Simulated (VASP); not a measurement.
Wanted: the native input for a VASP 6.6.1 run.

```
Task                   : single point
Functional             : PBEsol
Potentials or basis    : VASP PAW PBE potentials, release 64 (Y_sv, Te)
Cutoff                 : 520 eV
k mesh                 : 10 × 10 × 10
Occupations            : gaussian, width 0.01 eV
Spin                   : no spin polarisation
Dipole correction      : no
Further INCAR settings : ALGO = Normal; EDIFF = 1e-07; NBANDS = 16
```

The structure of YTe lies in POSCAR:

```
YTe
1.0
    0.0304000000      3.0552000000      3.0552000000
    3.0552000000      0.0304000000      3.0552000000
    3.0552000000      3.0552000000      0.0304000000
Y Te
1 1
Direct
    0.5000000000      0.5000000000      0.5000000000
    0.0000000000      0.0000000000      0.0000000000
```

One way to write it, as run:

INCAR

```
SYSTEM = YTe
PREC = Accurate
ENCUT = 520
EDIFF = 1E-7
ISMEAR = 0
SIGMA = 0.01
LREAL = .False.
LASPH = .True.
NELM = 60
ALGO = Normal
ISIF = 2
LWAVE = .False.
LCHARG = .False.
GGA = PS
NBANDS = 16
```

KPOINTS

```
Automatic mesh
0
Gamma
  10 10 10
  0 0 0
```

Potentials or basis: VASP PAW PBE potentials, release 64 (Y_sv, Te).

Launch:

```bash
$ cat potpaw_PBE.64/Y_sv/POTCAR potpaw_PBE.64/Te/POTCAR > POTCAR
$ mpirun -np 1 vasp_std > vasp.out
```

Results of the run:

- Pressure: 0.0 GPa

Caveat: the PAW data sets were made with another functional, which shifts forces and pressure a little.

It took 2.1 min on 1 thread of Intel Xeon 6975P-C, on a shared host, peak memory 0.27 GiB.
